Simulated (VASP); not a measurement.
A run of VASP 6.6.1 is set up as follows.

The input INCAR:

```
SYSTEM = BN
PREC = Accurate
ENCUT = 520
EDIFF = 1E-6
ISMEAR = -1
SIGMA = 0.05
LREAL = .FALSE.
LASPH = .TRUE.
NELM = 100
ALGO = Normal
ISIF = 2
LWAVE = .FALSE.
LCHARG = .FALSE.
LDIPOL = .TRUE.
IDIPOL = 3
DIPOL = 0.5 0.5 0.314
GGA = PE
NBANDS = 11
```

Contents of KPOINTS:

```
regular mesh
0
G
  12 12 1
  0 0 0
```

File POSCAR:

```
BN
1.0
    2.5120600000     -0.0042300000      0.0000000000
   -1.2523700000      2.1776200000      0.0000000000
    0.0000000000      0.0000000000     23.9016000000
B N
1 1
Direct
    0.9940400000      0.9945700000      0.3137900000
    0.6607100000      0.3279100000      0.3137900000
```

Potentials or basis: VASP PAW PBE potentials, release 64 (B, N).

Command:

```console
$ cat potpaw_PBE.64/B/POTCAR potpaw_PBE.64/N/POTCAR > POTCAR
$ mpirun -np 1 vasp_std > vasp.out
```

Problem. What does it give for the band gap on the k mesh?

Solution. 4.66 eV.
